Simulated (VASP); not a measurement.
**Cd: single point with PBE**

Cd:

```
Cd
1.0
     2.85972    0.00000    0.00000
    -1.42986    2.47659    0.00000
     0.00000    0.00000    5.61765
Cd
2
Direct
  0.33333 0.66667 0.25000
  0.66667 0.33333 0.75000
```

This cell differs from its parent crystal: strain -0.0400 x Voigt [1, 1, 0, 0, 0, 0].

```json
{
 "Program": "VASP 6.6.1",
 "Task": "single point",
 "Functional": "PBE",
 "Potentials or basis": "VASP PAW PBE potentials, release 64 (Cd)",
 "Cutoff": "520 eV",
 "k mesh": "18 × 18 × 8",
 "Occupations": "gaussian, width 0.15 eV",
 "Spin": "no spin polarisation",
 "Dipole correction": "no",
 "Further INCAR settings": "ALGO = Fast; EDIFF = 1e-07; NBANDS = 19"
}
```

```
Pressure               : 10.9 GPa
Band gap on the k mesh : zero (bands 12 and 13 overlap by 5.21 eV)
```

Stress tensor (GPa, compression positive):
```
13.30  0.00  0.00
 0.00 13.30  0.00
 0.00  0.00  6.20
```

Levels at points of the mesh, in eV from the Fermi level:
```tsv
k point	band 10	band 11	band 12	band 13	band 14	band 15
(0.00, 0.00, 0.00)	-8.55	-8.55	-3.54	-3.38	9.99	14.74
(0.50, 0.00, 0.00)	-8.16	-2.42	-1.64	2.03	3.14	3.57
(0.00, 0.00, 0.50)	-8.66	-7.85	-7.85	3.32	3.32	15.56
(0.50, 0.00, 0.50)	-8.17	-1.68	-1.68	0.50	0.50	8.11
```

Wall time 37 s on 1 thread of Intel(R) Xeon(R) 6975P-C (Granite Rapids), on a shared host, peak memory 0.23 GiB.

Caveat: the cell differs from its parent crystal (strain -0.0400 x Voigt [1, 1, 0, 0, 0, 0]); the cell stands under pressure.
